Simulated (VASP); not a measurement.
Set up this calculation in VASP 6.6.1, as the native input.

```
Task                   : single point
Functional             : PBE
Potentials or basis    : VASP PAW PBE potentials, release 64 (Sn_d, O)
Cutoff                 : 520 eV
k mesh                 : 6 × 6 × 8
Occupations            : gaussian, width 0.05 eV
Spin                   : no spin polarisation
Dipole correction      : no
Further INCAR settings : ALGO = Normal; EDIFF = 1e-06; NBANDS = 35
```

The structure of SnO2 lies in POSCAR:

```
SnO2
1.0
    4.8989154002      0.0000000000      0.0000000000
    0.0000000000      4.7559420894      0.0000000000
    0.0000000000      0.0000000000      3.2381666599
Sn O
2 4
Direct
    0.5000000000      0.5000000000      0.5000000000
    0.0000000000      0.0000000000      0.0000000000
    0.3064962475      0.3066616298      0.0000000000
    0.8064962475      0.1933383702      0.5000000000
    0.1935037525      0.8066616298      0.5000000000
    0.6935037525      0.6933383702      0.0000000000
```

This cell differs from its parent crystal: strain +0.0150 x Voigt [1, -1, 0, 0, 0, 0].

These files were run (other wordings do the same):

INCAR

```
  ALGO = Normal
  EDIFF = 1E-6
  ENCUT = 520
  GGA = PE
  ISIF = 2
  ISMEAR = 0
  LASPH = T
  LCHARG = F
  LREAL = F
  LWAVE = F
  NBANDS = 35
  NELM = 100
  PREC = Accurate
  SIGMA = 0.05
```

KPOINTS

```
k-points
0
Gamma
  6 6 8
```

Potentials or basis: VASP PAW PBE potentials, release 64 (Sn_d, O).

Command:

```sh
$ cat potpaw_PBE.64/Sn_d/POTCAR potpaw_PBE.64/O/POTCAR > POTCAR
$ mpirun -np 1 vasp_std > vasp.out
```

It gave:

| Property | Result |
| --- | --- |
| Pressure | 0.6 GPa |
| Largest force | 0.024 eV/Å |
| Band gap on the k mesh | 0.67 eV |

Caveat: the cell differs from its parent crystal (strain +0.0150 x Voigt [1, -1, 0, 0, 0, 0]); spin-orbit coupling is left out, which moves the levels of the heavy elements.

Run time: 56 s on 1 thread of Intel(R) Xeon(R) 6975P-C (Granite Rapids) (shared host), peak memory 0.29 GiB.
